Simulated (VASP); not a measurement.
# Rh (I4/mmm) in VASP: a series of runs, part 2 of 2

VASP 6.6.1. Earlier steps stand in the parts before.

**3. Single point, r2SCAN (strain -0.025 along x and y, +0.025 along z)**

Contents of POSCAR:

```
Rh
1.0
    0.0000000000      1.8540112500      1.9490887500
    1.8540112500      0.0000000000      1.9490887500
    1.8540112500      1.8540112500      0.0000000000
Rh
1
Direct
    0.0000000000      0.0000000000      0.0000000000
```

Contents of INCAR.step1:

```
  ALGO = Normal
  EDIFF = 1E-4
  ENCUT = 520
  GGA = PE
  ISMEAR = 0
  LASPH = T
  LCHARG = F
  LREAL = F
  LWAVE = T
  NBANDS = 14
  NELM = 100
  PREC = Accurate
  SIGMA = 0.15
```

Contents of INCAR.step2:

```
  ALGO = Normal
  EDIFF = 1E-6
  ENCUT = 520
  ISIF = 2
  ISMEAR = 0
  ISTART = 1
  LASPH = T
  LCHARG = F
  LMIXTAU = T
  LREAL = F
  LWAVE = F
  METAGGA = R2SCAN
  NBANDS = 14
  NELM = 100
  PREC = Accurate
  SIGMA = 0.15
```

Contents of KPOINTS:

```
k-points
0
Gamma
  22 22 22
```

Potentials or basis: VASP PAW PBE potentials, release 64 (Rh_pv).

Started as:

```
> cat potpaw_PBE.64/Rh_pv/POTCAR > POTCAR
> cp INCAR.step1 INCAR
> mpirun -np 1 vasp_std > vasp.out
> cp INCAR.step2 INCAR
> mpirun -np 1 vasp_std > vasp.out
```

OUTCAR:

```text
EDIFF = 1E-6
   ENCUT = 520
   ISIF = 2
   ISMEAR = 0
   ISTART = 1
   LASPH = T
   LREAL = F
   METAGGA = R2SCAN
   NELM = 100
   PREC = Accurate

 ion  position               nearest neighbor table
   1  0.000  0.000  0.000-

  LATTYP: Found a body centered tetragonal cell.
 ALAT       =     2.6219678545
 C/A-ratio  =     1.4867373348

  Lattice vectors:

 A1 = (  -1.8540112500,   0.0000000000,   1.9490887500)
 A2 = (   1.8540112500,   0.0000000000,   1.9490887500)
[... 588 lines left out ...]

 [... further k-points ...]

------------------------ aborting loop because EDIFF is reached ----------------------------------------

  FORCE on cell =-STRESS in cart. coord.  units (eV):
  Direction    XX          YY          ZZ          XY          YZ          ZX
  --------------------------------------------------------------------------------------
  -------------------------------------------------------------------------------------
  Total        1.1215106      1.1215106     -0.0210887      0.0000000      0.0000000      0.0000000
  in kB      134.0996486    134.0996486     -2.5215919      0.0000000      0.0000000      0.0000000
  external PRESSURE =      88.5592351 kB  Pullay stress =       0.0000000 kB

 VOLUME and BASIS-vectors are now :
 -----------------------------------------------------------------------------
  energy-cutoff  :      520.00
  volume of cell :       13.40
      direct lattice vectors                 reciprocal lattice vectors
     0.000000000  1.854011250  1.949088750    -0.269685526  0.269685526  0.256530135
     1.854011250  0.000000000  1.949088750     0.269685526 -0.269685526  0.256530135
     1.854011250  1.854011250  0.000000000     0.269685526  0.269685526 -0.256530135

 POSITION                                       TOTAL-FORCE (eV/Angst)
 -----------------------------------------------------------------------------------
      0.00000      0.00000      0.00000         0.000000     -0.000000     -0.000000
 -----------------------------------------------------------------------------------
    total drift:                                0.000000      0.000000      0.000000

  FREE ENERGIE OF THE ION-ELECTRON SYSTEM (eV)
  ---------------------------------------------------
  free  energy   TOTEN  =       -24.1158805686 eV

  energy  without entropy=      -24.1022384855  energy(sigma->0) =      -24.10905953
```

OUTCAR.step1:

```text
EDIFF = 1E-4
   ENCUT = 520
   GGA = PE
   ISMEAR = 0
   LASPH = T
[... 624 lines left out ...]

 POSITION                                       TOTAL-FORCE (eV/Angst)
 -----------------------------------------------------------------------------------
      0.00000      0.00000      0.00000         0.000000      0.000000      0.000000
 -----------------------------------------------------------------------------------
    total drift:                                0.000000      0.000000      0.000000

  FREE ENERGIE OF THE ION-ELECTRON SYSTEM (eV)
  ---------------------------------------------------
  free  energy   TOTEN  =        -7.2203067048 eV

  energy  without entropy=       -7.2059535285  energy(sigma->0) =       -7.21313012
```

OSZICAR.step1:

```text
N       E                     dE             d eps       ncg     rms          rms(c)
DAV:   1     0.120104058753E+03    0.12010E+03   -0.87598E+03 23462   0.115E+03
DAV:   2    -0.615514369285E+01   -0.12626E+03   -0.12067E+03 25926   0.341E+02
DAV:   3    -0.770360688937E+01   -0.15485E+01   -0.15459E+01 27948   0.416E+01
DAV:   4    -0.770920885495E+01   -0.56020E-02   -0.56018E-02 26550   0.256E+00
DAV:   5    -0.770925734345E+01   -0.48489E-04   -0.48489E-04 27276   0.210E-01    0.109E+01
DAV:   6    -0.724274266253E+01    0.46651E+00   -0.76157E-01 24606   0.121E+01    0.395E+00
DAV:   7    -0.722393294256E+01    0.18810E-01   -0.19917E-02 27360   0.178E+00    0.178E+00
DAV:   8    -0.722046348410E+01    0.34695E-02   -0.35870E-03 24600   0.809E-01    0.235E-01
DAV:   9    -0.722030537326E+01    0.15811E-03   -0.93718E-05 15888   0.137E-01    0.110E-02
DAV:  10    -0.722030670478E+01   -0.13315E-05   -0.55818E-06 11928   0.292E-02
   1 F= -.72203067E+01 E0= -.72131301E+01  d E =-.143532E-01
```

Run time: 2.9 min. Hardware: 1 thread of Intel Xeon 6975P-C (Granite Rapids), shared host; peak memory 0.25 GiB.

Results:

* Free energy: -24.1159 eV
* Pressure: 8.9 GPa
* Band gap on the k mesh: zero (an odd number of electrons rules out a gap without spin polarisation)

Stress tensor (GPa, compression positive):
```
13.41  0.00  0.00
 0.00 13.41  0.00
 0.00  0.00 -0.25
```

Levels at points of the mesh, in eV from the Fermi level:
```
           k point  band 3  band 4  band 5  band 6  band 7  band 8  band 9  band 10  band 11  band 12
(0.00, 0.00, 0.00)  -47.81   -8.37   -3.68   -3.08   -3.08   -1.48   -0.76    16.75    17.37    21.55
(0.50, 0.00, 0.00)  -47.90   -6.55   -3.70   -3.11    0.49    0.76    0.89     9.40    16.21    17.37
(0.50, 0.50, 0.00)  -48.08   -6.77   -6.39    0.59    1.07    1.07    2.80    12.27    14.83    14.83
(0.50, 0.00, 0.50)  -48.13   -6.81   -6.41    0.51    0.84    1.38    3.92    13.58    13.72    14.19
```

Caveat: the cell differs from its parent crystal (strain -0.025 along x and y, +0.025 along z); the cell stands under pressure; the PAW data sets were made with another functional, which shifts forces and pressure a little.

**4. Single point, r2SCAN (strain +0.000 along x and y, +0.025 along z)**

Contents of POSCAR:

```
Rh
1.0
    0.0000000000      1.9015500000      1.9490887500
    1.9015500000      0.0000000000      1.9490887500
    1.9015500000      1.9015500000      0.0000000000
Rh
1
Direct
    0.0000000000      0.0000000000      0.0000000000
```

Contents of INCAR.step1:

```
SYSTEM = Rh
  PREC = Accurate
  ENCUT = 520
  ISMEAR = 0
  SIGMA = 0.15
  LREAL = .False.
  LASPH = .True.
  NELM = 100
  NBANDS = 14
  GGA = PE
  ALGO = Normal
  EDIFF = 1E-4
  LWAVE = .True.
  LCHARG = .False.
```

Contents of INCAR.step2:

```
SYSTEM = Rh
  PREC = Accurate
  ENCUT = 520
  EDIFF = 1E-6
  ISMEAR = 0
  SIGMA = 0.15
  LREAL = .False.
  LASPH = .True.
  NELM = 100
  ALGO = Normal
  ISIF = 2
  LWAVE = .False.
  LCHARG = .False.
  METAGGA = R2SCAN
  LMIXTAU = .True.
  NBANDS = 14
  ISTART = 1
```

Contents of KPOINTS:

```
regular mesh
0
Gamma
  22 22 22
  0 0 0
```

Started as:

```
> cat potpaw_PBE.64/Rh_pv/POTCAR > POTCAR
> cp INCAR.step1 INCAR
> mpirun -np 1 vasp_std > vasp.out
> cp INCAR.step2 INCAR
> mpirun -np 1 vasp_std > vasp.out
```

Wall time 9.5 min (1 thread of Intel Xeon 8259CL, shared host); peak memory 0.25 GiB.

It converged, with:

* Free energy: -24.1347 eV
* Pressure: -5.8 GPa
* Band gap on the k mesh: zero (an odd number of electrons rules out a gap without spin polarisation)

Stress tensor (GPa, compression positive):
```
-3.86  0.00  0.00
 0.00 -3.86  0.00
 0.00  0.00 -9.58
```

Levels at points of the mesh, in eV from the Fermi level:
```
           k point  band 3  band 4  band 5  band 6  band 7  band 8  band 9  band 10  band 11  band 12
(0.00, 0.00, 0.00)  -47.73   -7.98   -3.22   -2.95   -2.95   -1.19   -0.87    16.75    17.43    21.85
(0.50, 0.00, 0.00)  -47.82   -6.12   -3.28   -3.01    0.50    0.63    0.94     8.84    16.27    17.43
(0.50, 0.50, 0.00)  -47.97   -6.29   -5.93    0.51    0.99    0.99    3.10    12.09    14.17    14.17
(0.50, 0.00, 0.50)  -48.00   -6.30   -5.94    0.48    0.90    1.13    3.64    12.79    13.58    13.84
```

Caveat: the cell differs from its parent crystal (strain +0.000 along x and y, +0.025 along z); the cell stands under tension; an empty level that is flat over the whole mesh can mark a ghost state of the potentials, or a narrow d or f band; the PAW data sets were made with another functional, which shifts forces and pressure a little.

**5. Single point, r2SCAN (strain +0.025 along x and y, +0.050 along z)**

Contents of POSCAR:

```
Rh
1.0
    0.0000000000      1.9490887500      1.9966275000
    1.9490887500      0.0000000000      1.9966275000
    1.9490887500      1.9490887500      0.0000000000
Rh
1
Direct
    0.0000000000      0.0000000000      0.0000000000
```

Contents of INCAR.step1:

```
ALGO     = Normal         # electronic algorithm
EDIFF    = 1E-4           # SCF threshold, eV
ENCUT    = 520            # plane-wave cutoff, eV
GGA      = PE             # functional
ISMEAR   = 0              # smearing method
LASPH    = T              # aspherical terms in the spheres
LCHARG   = F              # write CHGCAR
LREAL    = F              # projectors in reciprocal space
LWAVE    = T              # write WAVECAR
NBANDS   = 14             # bands
NELM     = 100            # most SCF steps
PREC     = Accurate       # precision mode
SIGMA    = 0.15           # smearing width, eV
```

Contents of INCAR.step2:

```
ALGO     = Normal         # electronic algorithm
EDIFF    = 1E-7           # SCF threshold, eV
ENCUT    = 520            # plane-wave cutoff, eV
ISIF     = 2              # what is computed and relaxed
ISMEAR   = 0              # smearing method
ISTART   = 1            
LASPH    = T              # aspherical terms in the spheres
LCHARG   = F              # write CHGCAR
LMIXTAU  = T            
LREAL    = F              # projectors in reciprocal space
LWAVE    = F              # write WAVECAR
METAGGA  = R2SCAN         # meta-GGA
NBANDS   = 14             # bands
NELM     = 100            # most SCF steps
PREC     = Accurate       # precision mode
SIGMA    = 0.15           # smearing width, eV
```

Contents of KPOINTS:

```
k-points
0
Gamma
  22 22 22
```

Potentials or basis: VASP PAW PBE potentials, release 64 (Rh_pv).

Started as:

```
> cat potpaw_PBE.64/Rh_pv/POTCAR > POTCAR
> cp INCAR.step1 INCAR
> mpirun -np 1 vasp_std > vasp.out
> cp INCAR.step2 INCAR
> mpirun -np 1 vasp_std > vasp.out
```

OUTCAR:

```text
EDIFF = 1E-7
   ENCUT = 520
   ISIF = 2
   ISMEAR = 0
   ISTART = 1
   LASPH = T
   LREAL = F
   METAGGA = R2SCAN
   NELM = 100
   PREC = Accurate

 ion  position               nearest neighbor table
   1  0.000  0.000  0.000-

  LATTYP: Found a body centered tetragonal cell.
 ALAT       =     2.7564277445
 C/A-ratio  =     1.4487065761

  Lattice vectors:

 A1 = (  -1.9490887500,   0.0000000000,   1.9966275000)
 A2 = (   1.9490887500,   0.0000000000,   1.9966275000)
[... 589 lines left out ...]

 [... further k-points ...]

------------------------ aborting loop because EDIFF is reached ----------------------------------------

  FORCE on cell =-STRESS in cart. coord.  units (eV):
  Direction    XX          YY          ZZ          XY          YZ          ZX
  --------------------------------------------------------------------------------------
  -------------------------------------------------------------------------------------
  Total       -1.8420152     -1.8420152     -2.2650424      0.0000000      0.0000000      0.0000000
  in kB     -194.5420685   -194.5420685   -239.2195353      0.0000000      0.0000000      0.0000000
  external PRESSURE =    -209.4345574 kB  Pullay stress =       0.0000000 kB

 VOLUME and BASIS-vectors are now :
 -----------------------------------------------------------------------------
  energy-cutoff  :      520.00
  volume of cell :       15.17
      direct lattice vectors                 reciprocal lattice vectors
     0.000000000  1.949088750  1.996627500    -0.256530135  0.256530135  0.250422275
     1.949088750  0.000000000  1.996627500     0.256530135 -0.256530135  0.250422275
     1.949088750  1.949088750  0.000000000     0.256530135  0.256530135 -0.250422275

 POSITION                                       TOTAL-FORCE (eV/Angst)
 -----------------------------------------------------------------------------------
      0.00000      0.00000      0.00000         0.000000      0.000000      0.000000
 -----------------------------------------------------------------------------------
    total drift:                               -0.000000      0.000000      0.000000

  FREE ENERGIE OF THE ION-ELECTRON SYSTEM (eV)
  ---------------------------------------------------
  free  energy   TOTEN  =       -24.0410978150 eV

  energy  without entropy=      -24.0239442845  energy(sigma->0) =      -24.03252105
```

OUTCAR.step1:

```text
EDIFF = 1E-4
   ENCUT = 520
   GGA = PE
   ISMEAR = 0
   LASPH = T
[... 625 lines left out ...]

 POSITION                                       TOTAL-FORCE (eV/Angst)
 -----------------------------------------------------------------------------------
      0.00000      0.00000      0.00000         0.000000      0.000000      0.000000
 -----------------------------------------------------------------------------------
    total drift:                               -0.000000      0.000000     -0.000000

  FREE ENERGIE OF THE ION-ELECTRON SYSTEM (eV)
  ---------------------------------------------------
  free  energy   TOTEN  =        -7.2028892548 eV

  energy  without entropy=       -7.1850291823  energy(sigma->0) =       -7.19395922
```

It took 14 min on 1 thread of Intel Xeon 8259CL, shared host; peak memory 0.28 GiB.

What came out:

| Quantity | Value |
| --- | --- |
| Free energy | -24.0411 eV |
| Pressure | -20.9 GPa |
| Band gap on the k mesh | zero (an odd number of electrons rules out a gap without spin polarisation) |

Caveat: the cell differs from its parent crystal (strain +0.025 along x and y, +0.050 along z); the cell stands under tension; an empty level that is flat over the whole mesh can mark a ghost state of the potentials, or a narrow d or f band; the PAW data sets were made with another functional, which shifts forces and pressure a little.

**6. Overview**

```tsv
cell	gap on the mesh (eV)	pressure (GPa)
a = 2.656, b = 2.656, c = 2.622 Å, angles 60.4, 60.4, 59.2°, 1 atom	none	17.1
a = 2.690, b = 2.690, c = 2.622 Å, angles 60.8, 60.8, 58.3°, 1 atom	none	8.9
a = 2.723, b = 2.723, c = 2.689 Å, angles 60.4, 60.4, 59.2°, 1 atom	none	-5.8
a = 2.790, b = 2.790, c = 2.756 Å, angles 60.4, 60.4, 59.2°, 1 atom	none	-20.9
```

Alike in all rows: task single point; level r2SCAN; potentials or basis VASP PAW PBE potentials, release 64 (Rh_pv); no spin polarisation; k mesh 22 × 22 × 22; cutoff (eV) 520; smearing gaussian 0.15 eV.

Caveats: the PAW data sets were made with another functional, which shifts forces and pressure a little; the cell stands under pressure (at least some runs); the cell stands under tension (at least some runs); an empty level that is flat over the whole mesh can mark a ghost state of the potentials, or a narrow d or f band (at least some runs).

Total energies depend on the potentials used, so only differences within one code and one set of settings carry meaning.
